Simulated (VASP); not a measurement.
# Si (P6/mmm) in VASP: a series of runs, part 2 of 2

VASP 6.6.1. The steps go on from the part before.

## Step 3: Single point, r2SCAN (strain -0.050 along x and y, +0.050 along z)

Contents of POSCAR:

```
Si
1.0
    2.4895156742      0.0000000000      0.0000000000
   -1.2447578371      2.1559838169      0.0000000000
    0.0000000000      0.0000000000      2.5896721095
Si
1
Direct
    0.0000000000      0.0000000000      0.0000000000
```

Contents of INCAR.step1:

```
PREC = Accurate
ENCUT = 520
ISMEAR = 0
SIGMA = 0.15
LREAL = F
LASPH = T
NELM = 100
NBANDS = 8
GGA = PE
ALGO = Normal
EDIFF = 1E-4
LWAVE = T
LCHARG = F
```

Contents of INCAR.step2:

```
PREC = Accurate
ENCUT = 520
EDIFF = 1E-7
ISMEAR = 0
SIGMA = 0.15
LREAL = F
LASPH = T
NELM = 100
ALGO = Normal
ISIF = 2
LWAVE = F
LCHARG = T
METAGGA = R2SCAN
LMIXTAU = T
LELF = T
LVHAR = T
NBANDS = 8
ISTART = 1
```

Contents of KPOINTS:

```
Automatic mesh
0
Gamma
  24 24 20
```

Potentials or basis: VASP PAW PBE potentials, release 64 (Si).

Launch:

```sh
$ cat potpaw_PBE.64/Si/POTCAR > POTCAR
$ cp INCAR.step1 INCAR
$ mpirun -np 1 vasp_std > vasp.out
$ cp INCAR.step2 INCAR
$ mpirun -np 1 vasp_std > vasp.out
```

Wall time 3.4 min (1 thread of Intel Xeon Platinum 8259CL at 2.50GHz (Skylake/Cascade Lake), shared host); peak memory 0.17 GiB.

The run converged. Its results:

| Quantity | Value |
| --- | --- |
| Free energy | -8.2218 eV |
| Pressure | 10.1 GPa |
| Band gap on the k mesh | zero (band 2 reaches 16.46 eV, above the bottom of band 3 at 5.75 eV) |

Stress tensor (GPa, compression positive):
```
19.17  0.00  0.00
 0.00 19.17  0.00
 0.00  0.00 -8.03
```

Levels at points of the mesh, in eV from the Fermi level:
| k point | band 1 | band 2 | band 3 | band 4 | band 5 | band 6 | band 7 |
| --- | --- | --- | --- | --- | --- | --- | --- |
| (0.00, 0.00, 0.00) | -15.49 | 5.64 | 6.66 | 13.95 | 13.95 | 14.41 | 14.41 |
| (0.50, 0.00, 0.00) | -7.49 | -7.35 | 7.23 | 7.71 | 12.07 | 13.61 | 18.31 |
| (0.00, 0.00, 0.50) | -11.34 | -8.08 | 16.46 | 16.46 | 17.13 | 17.13 | 19.93 |
| (0.50, 0.00, 0.50) | -4.35 | -2.34 | -1.62 | 1.56 | 10.34 | 13.81 | 14.80 |

Caveat: the cell differs from its parent crystal (strain -0.050 along x and y, +0.050 along z); the PAW data sets were made with another functional, which shifts forces and pressure a little.

## Step 4: Single point, r2SCAN (strain +0.000 along x and y, -0.050 along z)

Contents of POSCAR:

```
Si
1.0
    2.6205428149      0.0000000000      0.0000000000
   -1.3102714075      2.2694566494      0.0000000000
    0.0000000000      0.0000000000      2.3430366705
Si
1
Direct
    0.0000000000      0.0000000000      0.0000000000
```

Contents of INCAR.step1:

```
PREC = Accurate ; ENCUT = 520
ISMEAR = 0 ; SIGMA = 0.15
LREAL = False ; LASPH = True
NELM = 60 ; NBANDS = 8
GGA = PE ; ALGO = Normal
EDIFF = 1E-4 ; LWAVE = True
LCHARG = False
```

Contents of INCAR.step2:

```
PREC = Accurate ; ENCUT = 520
EDIFF = 1E-6 ; ISMEAR = 0
SIGMA = 0.15 ; LREAL = False
LASPH = True ; NELM = 60
ALGO = Normal ; ISIF = 2
LWAVE = False ; LCHARG = False
METAGGA = R2SCAN ; LMIXTAU = True
NBANDS = 8 ; ISTART = 1
```

KPOINTS is that of step 3.

Launch:

```sh
$ cat potpaw_PBE.64/Si/POTCAR > POTCAR
$ cp INCAR.step1 INCAR
$ mpirun -np 1 vasp_std > vasp.out
$ cp INCAR.step2 INCAR
$ mpirun -np 1 vasp_std > vasp.out
```

Run time: 3.2 min. Hardware: 1 thread of Intel Xeon Platinum 8259CL at 2.50GHz (Skylake/Cascade Lake), shared host; peak memory 0.17 GiB.

It converged, with:

```
Free energy            : -8.2780 eV
Pressure               : 10.5 GPa
Band gap on the k mesh : zero (band 2 reaches 18.73 eV, above the bottom of band 3 at 5.13 eV)
```

Stress tensor (GPa, compression positive):
```
 5.18  0.00  0.00
 0.00  5.18  0.00
 0.00  0.00 21.12
```

Levels at points of the mesh, in eV from the Fermi level:
```
           k point  band 1  band 2  band 3  band 4  band 5  band 6  band 7
(0.00, 0.00, 0.00)  -15.43    8.31   10.55   10.55   10.62   12.61   12.61
(0.50, 0.00, 0.00)   -8.59   -7.67    5.01    6.44   15.91   17.82   19.20
(0.00, 0.00, 0.50)   -9.26   -7.93   15.50   15.50   16.20   16.20   16.79
(0.50, 0.00, 0.50)   -2.80   -2.78   -1.27    1.47    9.88   12.63   13.89
```

Caveat: the cell differs from its parent crystal (strain +0.000 along x and y, -0.050 along z); the PAW data sets were made with another functional, which shifts forces and pressure a little.

## Step 5: Single point, r2SCAN (strain -0.025 along x and y, +0.000 along z)

Contents of POSCAR:

```
Si
1.0
    2.5550292445      0.0000000000      0.0000000000
   -1.2775146223      2.2127202332      0.0000000000
    0.0000000000      0.0000000000      2.4663543900
Si
1
Direct
    0.0000000000      0.0000000000      0.0000000000
```

Contents of INCAR.step1:

```
ALGO = Normal ; EDIFF = 1E-4
ENCUT = 520 ; GGA = PE
ISMEAR = 0 ; LASPH = True
LCHARG = False ; LREAL = False
LWAVE = True ; NBANDS = 8
NELM = 100 ; PREC = Accurate
SIGMA = 0.15
```

Contents of INCAR.step2:

```
ALGO = Normal ; EDIFF = 1E-6
ENCUT = 520 ; ISIF = 2
ISMEAR = 0 ; ISTART = 1
LASPH = True ; LCHARG = True
LELF = True ; LMIXTAU = True
LREAL = False ; LVHAR = True
LWAVE = False ; METAGGA = R2SCAN
NBANDS = 8 ; NELM = 100
PREC = Accurate ; SIGMA = 0.15
```

Contents of KPOINTS:

```
k-points
0
Gamma
  24 24 20
```

Potentials or basis: VASP PAW PBE potentials, release 64 (Si).

Launch:

```sh
$ cat potpaw_PBE.64/Si/POTCAR > POTCAR
$ cp INCAR.step1 INCAR
$ mpirun -np 1 vasp_std > vasp.out
$ cp INCAR.step2 INCAR
$ mpirun -np 1 vasp_std > vasp.out
```

OUTCAR:

```text
EDIFF = 1E-6
   ENCUT = 520
   ISIF = 2
   ISMEAR = 0
   ISTART = 1
   LASPH = True
   LREAL = False
   METAGGA = R2SCAN
   NELM = 100
   PREC = Accurate

 ion  position               nearest neighbor table
   1  0.000  0.000  0.000-

  LATTYP: Found a hexagonal cell.
 ALAT       =     2.5550292445
 C/A-ratio  =     0.9652939963

  Lattice vectors:

 A1 = (   2.5550292445,   0.0000000000,   0.0000000000)
 A2 = (  -1.2775146223,   2.2127202332,   0.0000000000)
 A3 = (   0.0000000000,   0.0000000000,   2.4663543900)

[... 442 lines left out ...]
      8      30.8055      0.00000

 [... further k-points ...]

------------------------ aborting loop because EDIFF is reached ----------------------------------------

  FORCE on cell =-STRESS in cart. coord.  units (eV):
  Direction    XX          YY          ZZ          XY          YZ          ZX
  --------------------------------------------------------------------------------------
  -------------------------------------------------------------------------------------
  Total        0.9691746      0.9691746      0.3128037     -0.0000000      0.0000000      0.0000000
  in kB      111.3614133    111.3614133     35.9421942     -0.0000000      0.0000000      0.0000000
  external PRESSURE =      86.2216736 kB  Pullay stress =       0.0000000 kB

 VOLUME and BASIS-vectors are now :
 -----------------------------------------------------------------------------
  energy-cutoff  :      520.00
  volume of cell :       13.94
      direct lattice vectors                 reciprocal lattice vectors
     2.555029245  0.000000000  0.000000000     0.391384953  0.225966208  0.000000000
    -1.277514622  2.212720233  0.000000000     0.000000000  0.451932416  0.000000000
     0.000000000  0.000000000  2.466354390     0.000000000  0.000000000  0.405456736

 POSITION                                       TOTAL-FORCE (eV/Angst)
 -----------------------------------------------------------------------------------
      0.00000      0.00000      0.00000         0.000000      0.000000      0.000000
 -----------------------------------------------------------------------------------
    total drift:                                0.000000      0.000000      0.000000

  FREE ENERGIE OF THE ION-ELECTRON SYSTEM (eV)
  ---------------------------------------------------
  free  energy   TOTEN  =        -8.2994259865 eV

  energy  without entropy=       -8.2958969956  energy(sigma->0) =       -8.29766149
```

OSZICAR.step1:

```text
N       E                     dE             d eps       ncg     rms          rms(c)
DAV:   1    -0.242856873762E+01   -0.24286E+01   -0.18285E+03 11656   0.383E+02
DAV:   2    -0.507039489606E+01   -0.26418E+01   -0.25192E+01 15560   0.311E+01
DAV:   3    -0.508708957112E+01   -0.16695E-01   -0.16684E-01 12240   0.256E+00
DAV:   4    -0.508710799038E+01   -0.18419E-04   -0.18419E-04 17472   0.908E-02
DAV:   5    -0.508710799574E+01   -0.53621E-08   -0.61356E-08 12256   0.959E-04    0.327E+00
DAV:   6    -0.508290095755E+01    0.42070E-02   -0.10925E-03 12704   0.181E-01    0.188E+00
DAV:   7    -0.507986585777E+01    0.30351E-02   -0.27377E-03 12272   0.292E-01    0.167E-01
DAV:   8    -0.507986655836E+01   -0.70059E-06   -0.47049E-05 10960   0.472E-02
   1 F= -.50798666E+01 E0= -.50778744E+01  d E =-.398438E-02
```

Wall time 3.1 min (1 thread of Intel Xeon Platinum 8259CL at 2.50GHz (Skylake/Cascade Lake), shared host); peak memory 0.17 GiB.

Results:

| Quantity | Value |
| --- | --- |
| Free energy | -8.2994 eV |
| Pressure | 8.6 GPa |
| Band gap on the k mesh | zero (band 2 reaches 18.01 eV, above the bottom of band 3 at 5.32 eV) |

Caveat: the cell differs from its parent crystal (strain -0.025 along x and y, +0.000 along z); the PAW data sets were made with another functional, which shifts forces and pressure a little.

## Step 6: Overview

| cell | gap on the mesh (eV) | pressure (GPa) |
| --- | --- | --- |
| a = 2.555, b = 2.555, c = 2.405 Å, angles 90.0, 90.0, 120.0°, 1 atom | none | 12.9 |
| a = 2.490, b = 2.490, c = 2.590 Å, angles 90.0, 90.0, 120.0°, 1 atom | none | 10.1 |
| a = 2.621, b = 2.621, c = 2.343 Å, angles 90.0, 90.0, 120.0°, 1 atom | none | 10.5 |
| a = 2.555, b = 2.555, c = 2.466 Å, angles 90.0, 90.0, 120.0°, 1 atom | none | 8.6 |

Alike in all rows: task single point; level r2SCAN; potentials or basis VASP PAW PBE potentials, release 64 (Si); no spin polarisation; k mesh 24 × 24 × 20; cutoff (eV) 520; smearing gaussian 0.15 eV.

Caveats: the PAW data sets were made with another functional, which shifts forces and pressure a little.

Absolute energies hang on the potentials; compare differences alone.
